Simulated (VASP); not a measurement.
# C (Pm-3m) in VASP: further runs, part 2 of 2

VASP 6.6.1. Earlier steps stand in the parts before.

**3. Single point, revPBE (5.60 Å³/atom)**

This run uses another cell than the first one, of 5.60 Å³/atom.

INCAR

```
SYSTEM = C
PREC = Accurate
ENCUT = 600
EDIFF = 1E-6
ISMEAR = -1
SIGMA = 0.1
LREAL = .False.
LASPH = .True.
NELM = 120
ALGO = Normal
ISIF = 2
LWAVE = .False.
LCHARG = .False.
GGA = RE
NBANDS = 8
GGA_COMPAT = .False.
```

KPOINTS

```
Automatic mesh
0
Gamma
  20 20 20
  0 0 0
```

POSCAR

```
C
1.0
    1.7754917654      0.0000000000      0.0000000000
    0.0000000000      1.7754917654      0.0000000000
    0.0000000000      0.0000000000      1.7754917654
C
1
Direct
    0.0000000000      0.0000000000      0.0000000000
```

Potentials or basis: VASP PAW PBE potentials, release 64 (C).

Started as:

```
cat potpaw_PBE.64/C/POTCAR > POTCAR
mpirun -np 1 vasp_std > vasp.out
```

OUTCAR:

```text
SYSTEM = C
   PREC = Accurate
   ENCUT = 600
   EDIFF = 1E-6
   ISMEAR = -1
   LREAL = .False.
   LASPH = .True.
   NELM = 120
   ISIF = 2
   GGA = RE

 ion  position               nearest neighbor table
   1  0.000  0.000  0.000-

  LATTYP: Found a simple cubic cell.
 ALAT       =     1.7754917654

  Lattice vectors:

 A1 = (   1.7754917654,   0.0000000000,   0.0000000000)
 A2 = (   0.0000000000,   1.7754917654,   0.0000000000)
 A3 = (   0.0000000000,   0.0000000000,   1.7754917654)

Analysis of symmetry for initial positions (statically):
=====================================================================
 Subroutine PRICEL returns:
 Original cell was already a primitive cell.

 Routine SETGRP: Setting up the symmetry group for a
 simple cubic supercell.

 Subroutine GETGRP returns: Found 48 space group operations
 (whereof 48 operations were pure point group operations)
 out of a pool of 48 trial point group operations.

The static configuration has the point symmetry O_h .

[... 158 lines left out ...]

 val. band max:       10.7655867981   @ k =   0.5000   0.4000   0.2000
 cond. band min:      10.8283743136   @ k =   0.2500   0.2500   0.1500
 fundamental gap:      0.0627875154
 Fermi energy:        10.7835267136

 k-point     1 :       0.0000    0.0000    0.0000
  band No.  band energies     occupation
      1     -11.2421      2.00000
      2      20.2444      0.00000
      3      20.2444      0.00000
      4      20.2444      0.00000
      5      36.2788      0.00000
      6      36.2788      0.00000
      7      41.9216      0.00000
      8      66.8005      0.00000
[... 243 lines left out ...]
 k-point    24 :       0.2000    0.1000    0.0000
  band No.  band energies     occupation
      1      -9.2884      2.00000
      2      12.7801      0.00000
      3      19.0724      0.00000
      4      21.4829      0.00000
      5      39.8522      0.00000
      6      40.9397      0.00000
      7      45.6864      0.00000
      8      57.5148      0.00000

 [... further k-points ...]

------------------------ aborting loop because EDIFF is reached ----------------------------------------

  FORCE on cell =-STRESS in cart. coord.  units (eV):
  Direction    XX          YY          ZZ          XY          YZ          ZX
  --------------------------------------------------------------------------------------
  -------------------------------------------------------------------------------------
  Total        0.1380031      0.1380031      0.1380031     -0.0000000      0.0000000     -0.0000000
  in kB       39.5042210     39.5042210     39.5042210     -0.0000000      0.0000000     -0.0000000
  external PRESSURE =      39.5042210 kB  Pullay stress =       0.0000000 kB

 VOLUME and BASIS-vectors are now :
 -----------------------------------------------------------------------------
  energy-cutoff  :      600.00
  volume of cell :        5.60
      direct lattice vectors                 reciprocal lattice vectors
     1.775491765  0.000000000  0.000000000     0.563224240  0.000000000  0.000000000
     0.000000000  1.775491765  0.000000000     0.000000000  0.563224240  0.000000000
     0.000000000  0.000000000  1.775491765     0.000000000  0.000000000  0.563224240

 POSITION                                       TOTAL-FORCE (eV/Angst)
 -----------------------------------------------------------------------------------
      0.00000      0.00000      0.00000         0.000000      0.000000      0.000000
 -----------------------------------------------------------------------------------
    total drift:                               -0.000000     -0.000000     -0.000000

  FREE ENERGIE OF THE ION-ELECTRON SYSTEM (eV)
  ---------------------------------------------------
  free  energy   TOTEN  =        -6.0783319371 eV

  energy  without entropy=       -6.0672043288  energy(sigma->0) =       -6.07276813
```

OSZICAR:

```text
N       E                     dE             d eps       ncg     rms          rms(c)
DAV:   1    -0.413953513461E+01   -0.41395E+01   -0.29003E+03  5096   0.560E+02
DAV:   2    -0.607426847827E+01   -0.19347E+01   -0.18005E+01  6032   0.337E+01
DAV:   3    -0.607919040430E+01   -0.49219E-02   -0.49135E-02  5232   0.179E+00
DAV:   4    -0.607919132220E+01   -0.91790E-06   -0.91806E-06  6880   0.227E-02
DAV:   5    -0.607919132219E+01    0.15007E-10   -0.19494E-09  5256   0.159E-04    0.200E+00
DAV:   6    -0.607514560719E+01    0.40457E-02   -0.77183E-03  4952   0.590E-01    0.125E+00
DAV:   7    -0.607817526186E+01   -0.30297E-02   -0.12631E-02  4800   0.836E-01    0.119E-01
DAV:   8    -0.607833121859E+01   -0.15596E-03   -0.25337E-04  4984   0.122E-01    0.235E-02
DAV:   9    -0.607833110399E+01    0.11460E-06   -0.20042E-05  5776   0.310E-02    0.822E-03
DAV:  10    -0.607833193712E+01   -0.83313E-06   -0.62050E-07  5200   0.667E-03
   1 F= -.60783319E+01 E0= -.60727681E+01  d E =-.111276E-01
```

stdout:

```text
POSCAR found type information on POSCAR C
 POSCAR found :  1 types and       1 ions
 scaLAPACK will be used
 -----------------------------------------------------------------------------
|                                                                             |
|                                                                             |
|     You enforced a specific xc type in the INCAR file but a different       |
|     I HOPE YOU KNOW WHAT YOU ARE DOING!                                     |
|                                                                             |
 -----------------------------------------------------------------------------

 LDA part: xc-table for (Slater+PW92), standard interpolation
 POSCAR, INCAR and KPOINTS ok, starting setup
 FFT: planning ... GRIDC
 FFT: planning ... GRID_SOFT
 FFT: planning ... GRID
 WAVECAR not read
 entering main loop
```

Run time: 4.8 s. Hardware: 1 thread of Intel Xeon Platinum 8259CL at 2.50GHz (Skylake/Cascade Lake), shared host; peak memory 0.11 GiB.

What came out:

```yaml
Free_energy: -6.0783 eV
Pressure: 4.0 GPa
Band_gap_on_the_k_mesh: zero (bands 2 and 3 overlap by 12.24 eV)
```

Caveat: the cell stands under pressure; the PAW data sets were made with another functional, which shifts forces and pressure a little.

**4. Single point, revPBE (5.82 Å³/atom)**

This run uses another cell than the first one, of 5.82 Å³/atom.

INCAR

```
PREC = Accurate ; ENCUT = 600
EDIFF = 1E-6 ; ISMEAR = -1
SIGMA = 0.1 ; LREAL = False
LASPH = True ; NELM = 120
ALGO = Normal ; ISIF = 2
LWAVE = False ; LCHARG = False
GGA = RE ; NBANDS = 8
GGA_COMPAT = False
```

KPOINTS

```
Automatic mesh
0
Gamma
  20 20 20
```

POSCAR

```
C
1.0
    1.7988561785      0.0000000000      0.0000000000
    0.0000000000      1.7988561785      0.0000000000
    0.0000000000      0.0000000000      1.7988561785
C
1
Direct
    0.0000000000      0.0000000000      0.0000000000
```

Potentials or basis: VASP PAW PBE potentials, release 64 (C).

Started as:

```
cat potpaw_PBE.64/C/POTCAR > POTCAR
mpirun -np 1 vasp_std > vasp.out
```

OUTCAR:

```text
PREC = Accurate
   ENCUT = 600
   EDIFF = 1E-6
   ISMEAR = -1
   LREAL = False
   LASPH = True
   NELM = 120
   ISIF = 2
   GGA = RE

 ion  position               nearest neighbor table
   1  0.000  0.000  0.000-

  LATTYP: Found a simple cubic cell.
 ALAT       =     1.7988561785

  Lattice vectors:

 A1 = (   1.7988561785,   0.0000000000,   0.0000000000)
 A2 = (   0.0000000000,   1.7988561785,   0.0000000000)
 A3 = (   0.0000000000,   0.0000000000,   1.7988561785)

Analysis of symmetry for initial positions (statically):
=====================================================================
 Subroutine PRICEL returns:
 Original cell was already a primitive cell.

 Routine SETGRP: Setting up the symmetry group for a
 simple cubic supercell.

 Subroutine GETGRP returns: Found 48 space group operations
 (whereof 48 operations were pure point group operations)
 out of a pool of 48 trial point group operations.

The static configuration has the point symmetry O_h .

Analysis of symmetry for dynamics (positions and initial velocities):
=====================================================================
 Subroutine PRICEL returns:
 Original cell was already a primitive cell.

 Routine SETGRP: Setting up the symmetry group for a
 simple cubic supercell.

 Subroutine GETGRP returns: Found 48 space group operations
 (whereof 48 operations were pure point group operations)
 out of a pool of 48 trial point group operations.

The dynamic configuration has the point symmetry O_h .

 Subroutine INISYM returns: Found 48 space group operations
 (whereof 48 operations are pure point group operations),
 and found     1 'primitive' translations

----------------------------------------------------------------------------------------

                                     Primitive cell

  volume of cell :       5.8209

  direct lattice vectors                    reciprocal lattice vectors
     1.798856178  0.000000000  0.000000000     0.555908811  0.000000000  0.000000000
     0.000000000  1.798856178  0.000000000     0.000000000  0.555908811  0.000000000
     0.000000000  0.000000000  1.798856178     0.000000000  0.000000000  0.555908811

  length of vectors
     1.798856178  1.798856178  1.798856178     0.555908811  0.555908811  0.555908811

  position of ions in fractional coordinates (direct lattice)
     0.000000000  0.000000000  0.000000000

  ion indices of the primitive-cell ions
   primitive index   ion index
                 1           1

----------------------------------------------------------------------------------------

 KPOINTS: Automatic mesh

Automatic generation of k-mesh.
 Grid dimensions read from file:
 generate k-points for:   20   20   20

 Generating k-lattice:

  Cartesian coordinates                     Fractional coordinates (reciprocal lattice)
     0.027795441  0.000000000  0.000000000     0.050000000  0.000000000  0.000000000
     0.000000000  0.027795441  0.000000000     0.000000000  0.050000000  0.000000000
     0.000000000  0.000000000  0.027795441     0.000000000  0.000000000  0.050000000

  Length of vectors
     0.027795441  0.027795441  0.027795441

  Shift w.r.t. Gamma in fractional coordinates (k-lattice)
     0.000000000  0.000000000  0.000000000

 Subroutine IBZKPT returns following result:
 ===========================================

 Found    286 irreducible k-points:

 Following reciprocal coordinates:
            Coordinates               Weight
  0.000000  0.000000  0.000000      1.000000
  0.050000  0.000000  0.000000      6.000000
  0.100000  0.000000  0.000000      6.000000
  0.150000  0.000000  0.000000      6.000000
  0.200000  0.000000  0.000000      6.000000
  0.250000  0.000000  0.000000      6.000000
[... 16 lines left out ...]
  0.150000  0.100000  0.000000     24.000000
  0.200000  0.100000  0.000000     24.000000
 [... further k-points ...]
   k-points           NKPTS =    286   k-points in BZ     NKDIM =    286   number of bands    NBANDS=      8
   number of dos      NEDOS =    301   number of ions     NIONS =      1
   total plane-waves  NPLWV =   2744
   dimension x,y,z NGX =    14 NGY =   14 NGZ =   14
   dimension x,y,z NGXF=    28 NGYF=   28 NGZF=   28
   ions per type =               1
   NGX,Y,Z   is equivalent  to a cutoff of  12.94, 12.94, 12.94 a.u.
   NGXF,Y,Z  is equivalent  to a cutoff of  25.88, 25.88, 25.88 a.u.
 SYSTEM =  unknown system
   PREC   = accura    normal or accurate (medium, high low for compatibility)
   ISTART =      0    job   : 0-new  1-cont  2-samecut
   ICHARG =      2    charge: 1-file 2-atom 10-const
   ISPIN  =      1    spin polarized calculation?
   LNONCOLLINEAR =      F non collinear calculations
   LSORBIT =      F    spin-orbit coupling
   LASPH  =      T    aspherical Exc in radial PAW
   ENCUT  =  600.0 eV  44.10 Ry    6.64 a.u.   3.59  3.59  3.59*2*pi/ulx,y,z
   NELM   =    120;   NELMIN=  2; NELMDL= -5     # of ELM steps
   EDIFF  = 0.1E-05   stopping-criterion for ELM
   LREAL  =      F    real-space projection
   EDIFFG = 0.1E-04   stopping-criterion for IOM
   NSW    =      0    number of steps for IOM
   IBRION =     -1    ionic relax: 0-MD 1-quasi-New 2-CG
   NFREE  =      0    steps in history (QN), initial steepest desc. (CG)
   ISIF   =      2    stress and relaxation
   ISYM   =      2    0-nonsym 1-usesym 2-fastsym
   POTIM  = 0.5000    time-step for ionic-motion
   TEBEG  =    0.0;   TEEND  =   0.0 temperature during run
   PSTRESS=    0.0 pullay stress
   NELECT =       4.0000    total number of electrons
   NUPDOWN=      -1.0000    fix difference up-down
   EMIN   =  10.00;   EMAX   =-10.00  energy-range for DOS
   EFERMI =   0.00;   METHOD = LEGACY
   ISMEAR =    -1;   SIGMA  =   0.10  broadening in eV -4-tet -1-fermi 0-gaus
   EFERMI_NEDOS =   21; number of points for ismear=-14 and -15
   IALGO  =     38    algorithm
   IMIX   =      4    mixing-type and parameters
     AMIX     =   0.40;   BMIX     =  1.00
     AMIX_MAG =   1.60;   BMIX_MAG =  1.00
  volume/ion in A,a.u.               =       5.82        39.28
  Fermi-wavevector in a.u.,A,eV,Ry     =   1.444658  2.730008 28.395859  2.087037
  Thomas-Fermi vector in A             =   2.562928
   LORBIT       =      0    0 simple, 1 ext, 2 COOP (PROOUT), +10 PAW based schemes
   GGA     = RE    functional components
   LHFCALC =     F    Hartree Fock is set to
   AEXX    =    0.0000 exact exchange contribution
   IVDW    =     0    specifies the selected vdW correction
   LEPSILON=     F    determine dielectric tensor
   LRPA    =     F    only Hartree local field effects (RPA)
 non-spin polarized calculation
  energy-cutoff  :      600.00
  volume of cell :        5.82
 maximum number of plane-waves:       208
   NGX =  7   NGY =  7   NGZ =  7

 number of electron       4.0000000 magnetization

 Free energy of the ion-electron system (eV)
  ---------------------------------------------------
  ext. energy  EPLUGINS =         0.00000000
  ---------------------------------------------------
  free energy    TOTEN  =        -6.07594098 eV

  energy without entropy =       -6.06514588  energy(sigma->0) =       -6.07054343

 E-fermi :  10.1573     XC(G=0): -13.5933

 val. band max:       10.1464191439   @ k =   0.2500   0.1500   0.1000
 cond. band min:      10.2267712574   @ k =   0.4500   0.4000   0.2500
 fundamental gap:      0.0803521135
 Fermi energy:        10.1572585060

 k-point     1 :       0.0000    0.0000    0.0000
  band No.  band energies     occupation
      1     -11.2664      2.00000
      2      19.3249      0.00000
      3      19.3249      0.00000
      4      19.3249      0.00000
      5      35.2847      0.00000
      6      35.2847      0.00000
      7      40.3475      0.00000
      8      64.8445      0.00000
[... 243 lines left out ...]
 k-point    24 :       0.2000    0.1000    0.0000
  band No.  band energies     occupation
      1      -9.3618      2.00000
      2      12.1436      0.00000
      3      18.1911      0.00000
      4      20.5099      0.00000
      5      38.6816      0.00000
      6      39.5540      0.00000
      7      44.2674      0.00000
      8      55.8665      0.00000

 [... further k-points ...]

------------------------ aborting loop because EDIFF is reached ----------------------------------------

  FORCE on cell =-STRESS in cart. coord.  units (eV):
  Direction    XX          YY          ZZ          XY          YZ          ZX
  --------------------------------------------------------------------------------------
  -------------------------------------------------------------------------------------
  Total       -0.2907839     -0.2907839     -0.2907839      0.0000000      0.0000000      0.0000000
  in kB      -80.0371590    -80.0371590    -80.0371590      0.0000000      0.0000000      0.0000000
  external PRESSURE =     -80.0371590 kB  Pullay stress =       0.0000000 kB

 VOLUME and BASIS-vectors are now :
 -----------------------------------------------------------------------------
  energy-cutoff  :      600.00
  volume of cell :        5.82
      direct lattice vectors                 reciprocal lattice vectors
     1.798856178  0.000000000  0.000000000     0.555908811  0.000000000  0.000000000
     0.000000000  1.798856178  0.000000000     0.000000000  0.555908811  0.000000000
     0.000000000  0.000000000  1.798856178     0.000000000  0.000000000  0.555908811

 POSITION                                       TOTAL-FORCE (eV/Angst)
 -----------------------------------------------------------------------------------
      0.00000      0.00000      0.00000         0.000000      0.000000      0.000000
 -----------------------------------------------------------------------------------
    total drift:                               -0.000000     -0.000000     -0.000000

  FREE ENERGIE OF THE ION-ELECTRON SYSTEM (eV)
  ---------------------------------------------------
  free  energy   TOTEN  =        -6.0759409785 eV

  energy  without entropy=       -6.0651458828  energy(sigma->0) =       -6.07054343
```

stdout:

```text
POSCAR found type information on POSCAR C
 POSCAR found :  1 types and       1 ions
 scaLAPACK will be used
 -----------------------------------------------------------------------------
|                                                                             |
|                                                                             |
|     You enforced a specific xc type in the INCAR file but a different       |
|     I HOPE YOU KNOW WHAT YOU ARE DOING!                                     |
|                                                                             |
 -----------------------------------------------------------------------------

 LDA part: xc-table for (Slater+PW92), standard interpolation
 POSCAR, INCAR and KPOINTS ok, starting setup
 FFT: planning ... GRIDC
 FFT: planning ... GRID_SOFT
 FFT: planning ... GRID
 WAVECAR not read
 entering main loop
```

Run time: 5.5 s. Hardware: 1 thread of Intel Xeon Platinum 8259CL at 2.50GHz (Skylake/Cascade Lake), shared host; peak memory 0.11 GiB.

Results:

```yaml
Free_energy: -6.0759 eV
Pressure: -8.0 GPa
Band_gap_on_the_k_mesh: zero (bands 2 and 3 overlap by 12.14 eV)
```

Caveat: the cell stands under tension; the PAW data sets were made with another functional, which shifts forces and pressure a little.

**5. Single point, revPBE (6.04 Å³/atom)**

This run uses another cell than the first one, of 6.04 Å³/atom.

INCAR

```
PREC = Accurate
ENCUT = 600
EDIFF = 1E-6
ISMEAR = -1
SIGMA = 0.1
LREAL = False
LASPH = True
NELM = 120
ALGO = Normal
ISIF = 2
LWAVE = False
LCHARG = False
GGA = RE
NBANDS = 8
GGA_COMPAT = False
```

KPOINTS

```
regular mesh
0
Gamma
  20 20 20
```

POSCAR

```
C
1.0
    1.8216289274      0.0000000000      0.0000000000
    0.0000000000      1.8216289274      0.0000000000
    0.0000000000      0.0000000000      1.8216289274
C
1
Direct
    0.0000000000      0.0000000000      0.0000000000
```

Started as:

```
cat potpaw_PBE.64/C/POTCAR > POTCAR
mpirun -np 1 vasp_std > vasp.out
```

Wall time 5.4 s (1 thread of Intel Xeon Platinum 8259CL at 2.50GHz (Skylake/Cascade Lake), shared host); peak memory 0.12 GiB.

The run converged. Its results:

- Free energy: -6.0582 eV
- Pressure: -18.0 GPa
- Band gap on the k mesh: zero (bands 2 and 3 overlap by 12.05 eV)

Levels at points of the mesh, in eV from the Fermi level:
| k point | band 1 | band 2 | band 3 | band 4 | band 5 | band 6 |
| --- | --- | --- | --- | --- | --- | --- |
| (0.00, 0.00, 0.00) | -20.87 | 8.88 | 8.88 | 8.88 | 24.77 | 24.77 |
| (0.50, 0.00, 0.00) | -12.19 | -11.09 | 11.90 | 11.90 | 28.46 | 32.11 |
| (0.50, 0.50, 0.00) | -5.41 | -5.41 | -3.17 | 8.52 | 14.34 | 39.80 |
| (0.50, 0.50, 0.50) | -0.75 | -0.75 | -0.75 | 6.95 | 17.24 | 17.24 |

Caveat: the cell stands under tension; the PAW data sets were made with another functional, which shifts forces and pressure a little.

**6. The runs side by side**

```tsv
cell	gap on the mesh (eV)	pressure (GPa)
a = 1.751 Å, 1 atom	none	18.2
a = 1.775 Å, 1 atom	none	4.0
a = 1.799 Å, 1 atom	none	-8.0
a = 1.822 Å, 1 atom	none	-18.0
```

Alike in all rows: task single point; level revPBE; potentials or basis VASP PAW PBE potentials, release 64 (C); no spin polarisation; k mesh 20 × 20 × 20; cutoff (eV) 600; smearing fermi-dirac 0.1 eV.

Caveats: the PAW data sets were made with another functional, which shifts forces and pressure a little; the cell stands under pressure (at least some runs); the cell stands under tension (at least some runs).

Total energies depend on the potentials used, so only differences within one code and one set of settings carry meaning.
